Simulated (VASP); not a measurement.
# Al (I4/mmm) in VASP: further runs

Al is run at these levels: PBE; tasks: single point.

Everything below comes from runs of VASP 6.6.1. Logs are shortened: lines on timing, memory, paths and dates and some standing lists are left out, and cuts for length are marked.

**1. The cell of the first run**

The structure is tetragonal, space group I4/mmm (No. 139). Conventional cell: a = 3.004 Å, b = 3.004 Å, c = 4.051 Å, α = 90.00°, β = 90.00°, γ = 90.00°. Within 3.9 Å of Al (site symmetry 4/mmm) lie 12 Al at 2.94 to 3.00 Å.

**2. Single point, PBE (volume 18.282 Å^3 an atom, c/a of the conventional cell 1.3484)**

File INCAR:

```
SYSTEM = Al
ALGO = Fast ; EDIFF = 1E-6
ENCUT = 520 ; GGA = PE
ISIF = 2 ; ISMEAR = 0
LASPH = .TRUE. ; LCHARG = .TRUE.
LELF = .TRUE. ; LREAL = .FALSE.
LVHAR = .TRUE. ; LWAVE = .FALSE.
NBANDS = 8 ; NELM = 80
PREC = Accurate ; SIGMA = 0.15
```

File KPOINTS:

```
k-points
0
G
  22 22 22
  0 0 0
```

File POSCAR:

```
Al
1.0
   -1.5021558374      1.5021558374      2.0255069312
    1.5021558374     -1.5021558374      2.0255069312
    1.5021558374      1.5021558374     -2.0255069312
Al
1
Direct
    0.0000000000      0.0000000000      0.0000000000
```

Potentials or basis: VASP PAW PBE potentials, release 64 (Al).

Run with:

```
cat potpaw_PBE.64/Al/POTCAR > POTCAR
mpirun -np 1 vasp_std > vasp.out
```

OUTCAR:

```text
SYSTEM = Al
   EDIFF = 1E-6
   ENCUT = 520
   GGA = PE
   ISIF = 2
   ISMEAR = 0
   LASPH = .TRUE.
   LREAL = .FALSE.
   NELM = 80
   PREC = Accurate

 ion  position               nearest neighbor table
   1  0.000  0.000  0.000-

  LATTYP: Found a body centered tetragonal cell.
 ALAT       =     3.0043116748
 C/A-ratio  =     1.3484000000

  Lattice vectors:

 A1 = (  -1.5021558374,   1.5021558374,   2.0255069312)
 A2 = (   1.5021558374,  -1.5021558374,   2.0255069312)
 A3 = (   1.5021558374,   1.5021558374,  -2.0255069312)

Analysis of symmetry for initial positions (statically):
=====================================================================
 Subroutine PRICEL returns:
 Original cell was already a primitive cell.

 Routine SETGRP: Setting up the symmetry group for a
 body centered tetragonal supercell.

 Subroutine GETGRP returns: Found 16 space group operations
 (whereof 16 operations were pure point group operations)
 out of a pool of 16 trial point group operations.

The static configuration has the point symmetry D_4h.

Analysis of symmetry for dynamics (positions and initial velocities):
=====================================================================
 Subroutine PRICEL returns:
 Original cell was already a primitive cell.

 Routine SETGRP: Setting up the symmetry group for a
 body centered tetragonal supercell.

 Subroutine GETGRP returns: Found 16 space group operations
 (whereof 16 operations were pure point group operations)
 out of a pool of 16 trial point group operations.

The dynamic configuration has the point symmetry D_4h.

 Subroutine INISYM returns: Found 16 space group operations
 (whereof 16 operations are pure point group operations),
 and found     1 'primitive' translations

----------------------------------------------------------------------------------------

                                     Primitive cell

  volume of cell :      18.2820

  direct lattice vectors                    reciprocal lattice vectors
    -1.502155837  1.502155837  2.025506931     0.000000000  0.332854946  0.246851784
     1.502155837 -1.502155837  2.025506931     0.332854946  0.000000000  0.246851784
     1.502155837  1.502155837 -2.025506931     0.332854946  0.332854946  0.000000000

  length of vectors
     2.935238091  2.935238091  2.935238091     0.414401036  0.414401036  0.470727979

  position of ions in fractional coordinates (direct lattice)
     0.000000000  0.000000000  0.000000000

  ion indices of the primitive-cell ions
   primitive index   ion index
                 1           1

----------------------------------------------------------------------------------------

 KPOINTS: k-points

Automatic generation of k-mesh.
 Grid dimensions read from file:
 generate k-points for:   22   22   22

 Generating k-lattice:

  Cartesian coordinates                     Fractional coordinates (reciprocal lattice)
     0.000000000  0.015129770  0.011220536     0.045454545  0.000000000 -0.000000000
     0.015129770  0.000000000  0.011220536     0.000000000  0.045454545 -0.000000000
     0.015129770  0.015129770  0.000000000     0.000000000  0.000000000  0.045454545

  Length of vectors
     0.018836411  0.018836411  0.021396726

  Shift w.r.t. Gamma in fractional coordinates (k-lattice)
     0.000000000  0.000000000  0.000000000

 Subroutine IBZKPT returns following result:
 ===========================================

 Found    834 irreducible k-points:

 Following reciprocal coordinates:
            Coordinates               Weight
  0.000000  0.000000  0.000000      1.000000
  0.045455 -0.000000  0.000000      8.000000
  0.090909 -0.000000  0.000000      8.000000
  0.136364  0.000000  0.000000      8.000000
  0.181818  0.000000 -0.000000      8.000000
  0.227273  0.000000  0.000000      8.000000
[... 16 lines left out ...]
  0.500000  0.045455  0.000000     16.000000
 -0.454545  0.045455  0.000000     16.000000
 [... further k-points ...]
   k-points           NKPTS =    834   k-points in BZ     NKDIM =    834   number of bands    NBANDS=      8
   number of dos      NEDOS =    301   number of ions     NIONS =      1
   total plane-waves  NPLWV =  13824
   dimension x,y,z NGX =    24 NGY =   24 NGZ =   24
   dimension x,y,z NGXF=    48 NGYF=   48 NGZF=   48
   ions per type =               1
   NGX,Y,Z   is equivalent  to a cutoff of  13.59, 13.59, 13.59 a.u.
   NGXF,Y,Z  is equivalent  to a cutoff of  27.19, 27.19, 27.19 a.u.
 SYSTEM =  Al
   PREC   = accura    normal or accurate (medium, high low for compatibility)
   ISTART =      0    job   : 0-new  1-cont  2-samecut
   ICHARG =      2    charge: 1-file 2-atom 10-const
   ISPIN  =      1    spin polarized calculation?
   LNONCOLLINEAR =      F non collinear calculations
   LSORBIT =      F    spin-orbit coupling
   LASPH  =      T    aspherical Exc in radial PAW
   ENCUT  =  520.0 eV  38.22 Ry    6.18 a.u.   5.46  5.46  5.46*2*pi/ulx,y,z
   NELM   =     80;   NELMIN=  2; NELMDL= -5     # of ELM steps
   EDIFF  = 0.1E-05   stopping-criterion for ELM
   LREAL  =      F    real-space projection
   EDIFFG = 0.1E-04   stopping-criterion for IOM
   NSW    =      0    number of steps for IOM
   IBRION =     -1    ionic relax: 0-MD 1-quasi-New 2-CG
   NFREE  =      0    steps in history (QN), initial steepest desc. (CG)
   ISIF   =      2    stress and relaxation
   ISYM   =      2    0-nonsym 1-usesym 2-fastsym
   POTIM  = 0.5000    time-step for ionic-motion
   TEBEG  =    0.0;   TEEND  =   0.0 temperature during run
   PSTRESS=    0.0 pullay stress
   NELECT =       3.0000    total number of electrons
   NUPDOWN=      -1.0000    fix difference up-down
   EMIN   =  10.00;   EMAX   =-10.00  energy-range for DOS
   EFERMI =   0.00;   METHOD = LEGACY
   ISMEAR =     0;   SIGMA  =   0.15  broadening in eV -4-tet -1-fermi 0-gaus
   EFERMI_NEDOS =   21; number of points for ismear=-14 and -15
   IALGO  =     68    algorithm
   IMIX   =      4    mixing-type and parameters
     AMIX     =   0.40;   BMIX     =  1.00
     AMIX_MAG =   1.60;   BMIX_MAG =  1.00
  volume/ion in A,a.u.               =      18.28       123.37
  Fermi-wavevector in a.u.,A,eV,Ry     =   0.896274  1.693712 10.929650  0.803307
  Thomas-Fermi vector in A             =   2.018711
   LORBIT       =      0    0 simple, 1 ext, 2 COOP (PROOUT), +10 PAW based schemes
   GGA     = PE    functional components
   LHFCALC =     F    Hartree Fock is set to
   AEXX    =    0.0000 exact exchange contribution
   IVDW    =     0    specifies the selected vdW correction
   LEPSILON=     F    determine dielectric tensor
   LRPA    =     F    only Hartree local field effects (RPA)
 non-spin polarized calculation
 RMM-DIIS sequential band-by-band and
 Gauss-broadening in eV      SIGMA  =   0.15
  energy-cutoff  :      520.00
  volume of cell :       18.28
 maximum number of plane-waves:       517
 NGX is ok and might be reduce to    24
   NGX = 11   NGY = 11   NGZ = 11

 number of electron       3.0000000 magnetization

 Free energy of the ion-electron system (eV)
  ---------------------------------------------------
  ext. energy  EPLUGINS =         0.00000000
  ---------------------------------------------------
  free energy    TOTEN  =        -3.70712574 eV

  energy without entropy =       -3.70253549  energy(sigma->0) =       -3.70483062

 E-fermi :   6.9634     XC(G=0):  -9.8310

 val. band max:        6.9626800926   @ k =  -0.1818   0.3182   0.1818
 cond. band min:       6.9727614414   @ k =  -0.4091   0.1364   0.0000
 fundamental gap:      0.0100813488
 Fermi energy:         6.9633878900

 k-point     1 :       0.0000    0.0000    0.0000
  band No.  band energies     occupation
      1      -3.4739      2.00000
      2      18.9048      0.00000
      3      18.9048      0.00000
      4      19.3829      0.00000
      5      19.7092      0.00000
      6      19.8460      0.00000
      7      19.8460      0.00000
      8      22.7475      0.00000

 k-point     2 :       0.0455   -0.0000    0.0000
  band No.  band energies     occupation
      1      -3.4214      2.00000
      2      17.8010      0.00000
      3      18.5831      0.00000
      4      18.8923      0.00000
      5      20.1630      0.00000
      6      20.2384      0.00000
      7      20.4880      0.00000
      8      23.2868      0.00000

 k-point     3 :       0.0909   -0.0000    0.0000
  band No.  band energies     occupation
      1      -3.2639      2.00000
      2      16.1145      0.00000
      3      18.0869      0.00000
      4      18.4197      0.00000
      5      20.6901      0.00000
      6      20.8901      0.00000
      7      20.9158      0.00000
      8      23.5273      0.00000

 k-point     4 :       0.1364    0.0000    0.0000
  band No.  band energies     occupation
      1      -3.0018      2.00000
      2      14.3789      0.00000
      3      17.6354      0.00000
      4      18.0275      0.00000
      5      20.6709      0.00000
      6      21.4308      0.00000
      7      21.5879      0.00000
      8      23.0374      0.00000

 k-point     5 :       0.1818    0.0000   -0.0000
  band No.  band energies     occupation
      1      -2.6357      2.00000
      2      12.6709      0.00000
      3      17.2599      0.00000
      4      17.7197      0.00000
      5      20.5642      0.00000
      6      21.1566      0.00000
      7      21.9950      0.00000
      8      23.4341      0.00000
[... 177 lines left out ...]
 k-point    22 :       0.4545    0.0455    0.0000
  band No.  band energies     occupation
      1       2.1038      2.00000
      2       3.5386      2.00000
      3      15.7887      0.00000
      4      16.9626      0.00000
      5      18.4642      0.00000
      6      18.6783      0.00000
      7      21.4624      0.00000
      8      22.1289      0.00000

 k-point    23 :       0.5000    0.0455    0.0000
  band No.  band energies     occupation
      1       2.4128      2.00000
      2       3.2024      2.00000
      3      16.0566      0.00000
      4      16.6678      0.00000
      5      18.1910      0.00000
      6      18.8730      0.00000
      7      21.3413      0.00000
      8      22.2780      0.00000

 k-point    24 :      -0.4545    0.0455    0.0000
  band No.  band energies     occupation
      1       1.3829      2.00000
      2       4.3919      2.00000
      3      16.3124      0.00000
      4      16.5475      0.00000
      5      17.9197      0.00000
      6      19.2583      0.00000
      7      21.1079      0.00000
      8      22.7174      0.00000

 [... further k-points ...]
[... 5 lines left out ...]
  --------------------------------------------------------------------------------------
  -------------------------------------------------------------------------------------
  Total       -0.7672625     -0.7672625     -0.5900145      0.0000000     -0.0000000      0.0000000
  in kB      -67.2404894    -67.2404894    -51.7070284      0.0000000     -0.0000000      0.0000000
  external PRESSURE =     -62.0626691 kB  Pullay stress =       0.0000000 kB

 VOLUME and BASIS-vectors are now :
 -----------------------------------------------------------------------------
  energy-cutoff  :      520.00
  volume of cell :       18.28
      direct lattice vectors                 reciprocal lattice vectors
    -1.502155837  1.502155837  2.025506931     0.000000000  0.332854946  0.246851784
     1.502155837 -1.502155837  2.025506931     0.332854946  0.000000000  0.246851784
     1.502155837  1.502155837 -2.025506931     0.332854946  0.332854946  0.000000000

 POSITION                                       TOTAL-FORCE (eV/Angst)
 -----------------------------------------------------------------------------------
      0.00000      0.00000      0.00000        -0.000000      0.000000     -0.000000
 -----------------------------------------------------------------------------------
    total drift:                                0.000000      0.000000      0.000000

  FREE ENERGIE OF THE ION-ELECTRON SYSTEM (eV)
  ---------------------------------------------------
  free  energy   TOTEN  =        -3.7071257429 eV

  energy  without entropy=       -3.7025354903  energy(sigma->0) =       -3.70483062
```

It took 1.8 min on 1 thread of AMD EPYC 7R43 (Zen 3), shared host; peak memory 0.18 GiB.

Results:

| Property | Result |
| --- | --- |
| Free energy | -3.7071 eV |
| Pressure | -6.2 GPa |

Levels at points of the mesh, in eV from the Fermi level:
```tsv
k point	band 1	band 2	band 3	band 4	band 5
(0.00, 0.00, 0.00)	-10.44	11.94	11.94	12.42	12.75
(0.50, 0.00, 0.00)	-4.23	-4.18	9.86	10.52	10.77
(0.50, 0.50, 0.00)	-2.87	-1.91	5.28	5.43	5.60
(0.50, 0.50, 0.50)	-2.23	-0.95	4.62	4.62	4.91
```

(Part 1 of 2 ends here.)
